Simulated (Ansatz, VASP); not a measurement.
**KI in VASP and in Ansatz**

INCAR

```
PREC = Accurate
ENCUT = 520
EDIFF = 1E-7
ISMEAR = 0
SIGMA = 0.01
LREAL = F
LASPH = T
NELM = 80
ALGO = Normal
ISIF = 2
LWAVE = F
LCHARG = F
GGA = CA
IBRION = 2
NSW = 50
EDIFFG = -0.002
```

KPOINTS

```
regular mesh
0
Gamma
  6 6 6
```

The input POSCAR:

```
KI
1.0
   -0.0170573808      3.4029474723      3.4029474723
    3.4029474723     -0.0170573808      3.4029474723
    3.4029474723      3.4029474723     -0.0170573808
K I
1 1
Direct
    0.0000000000      0.0000000000      0.0000000000
    0.5000000000      0.5000000000      0.5000000000
```

Input for Ansatz:

```yaml
crystal:
  lattice:
    - [-0.01705738081, 3.40294747231, 3.40294747231]
    - [3.40294747231, -0.01705738081, 3.40294747231]
    - [3.40294747231, 3.40294747231, -0.01705738081]
  atoms:
    - { symbol: K, position: [0.0, 0.0, 0.0] }
    - { symbol: I, position: [0.5, 0.5, 0.5] }
kpoints:
  mp_grid: { grid: [6, 6, 6] }
scf:
  occupations: { method: fixed }
  convergence: { dr2_threshold: 1.0e-10 }
hamiltonian:
  xc: lda
  pseudopotentials: { kind: all_electron, lapw: { basis_error: 0.0005 } }
output:
  forces: true
  stress: true
  eigenstates:
    kpoints:
      - [0.0, 0.0, 0.0]
      - [0.0, -0.5, -0.5]
      - [-0.5, 0.0, -0.5]
      - [-0.5, -0.5, 0.0]
      - [-0.5, 0.0, 0.0]
      - [0.0, -0.5, 0.0]
      - [0.0, 0.0, -0.5]
      - [-0.5, -0.5, -0.5]
relax:
  f_tol: 0.002
  max_steps: 30
```

Change from the starting cell: equal xy, yz and zx engineering shears of -0.5 %.

Alike in both runs: task relaxation of the atoms; functional LDA; k mesh 6 × 6 × 6; no spin polarisation.

```csv
,VASP,Ansatz
version,VASP 6.6.1,Ansatz 0.2.0
potentials or method,"VASP PAW LDA potentials, release 64 (K_sv, I), cutoff 520 eV","all-electron LAPW, scalar-relativistic"
occupations,"gaussian, width 0.01 eV",fixed
```

Ansatz gave:

| Quantity | Value |
| --- | --- |
| gap on the k mesh at the Fermi level, each at its own relaxed structure (eV) | 3.85 |

Problem. Estimate VASP's values.

Solution. gap on the k mesh at the Fermi level, each at its own relaxed structure (eV): 3.86.

LDA's correlation is that of Perdew and Zunger in VASP and of Perdew and Wang (1992) in Ansatz. Ansatz ran all-electron here, and VASP with PAW potentials.

Spin-orbit coupling is off throughout. Noted on VASP's run: the relaxation stopped at its first step, so nothing moved.
